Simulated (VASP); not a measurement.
Runs of VASP 6.6.1 on AgI. The structure is that of space group P6_3mc (No. 186), or close to it. The cells are those of the table. 

```csv
cell,gap on the mesh (eV),pressure (GPa)
"a = 4.653, b = 4.653, c = 7.612 Å, angles 90.0, 90.0, 120.0°, 4 atoms",1.37,0.5
"a = 4.747, b = 4.747, c = 7.764 Å, angles 90.0, 90.0, 120.0°, 4 atoms",1.37,(b)
"a = 4.685, b = 4.685, c = 7.663 Å, angles 90.0, 90.0, 120.0°, 4 atoms",1.37,-0.1
"a = 4.716, b = 4.716, c = 7.714 Å, angles 90.0, 90.0, 120.0°, 4 atoms",1.37,-0.6
"a = 4.622, b = 4.622, c = 7.560 Å, angles 90.0, 90.0, 120.0°, 4 atoms",1.37,(a)
```

Alike in all rows: task single point; level PBE; potentials or basis VASP PAW PBE potentials, release 64 (Ag, I); no spin polarisation; k mesh 8 × 8 × 6; smearing gaussian 0.05 eV.

Problem. Fill in the values left out.

Solution. (a) 1.1; (b) -1.0.

Caveats: spin-orbit coupling is left out, which moves the levels of the heavy elements.

A k mesh can miss the band edges, and the runs leave out spin-orbit coupling on Ag, I.
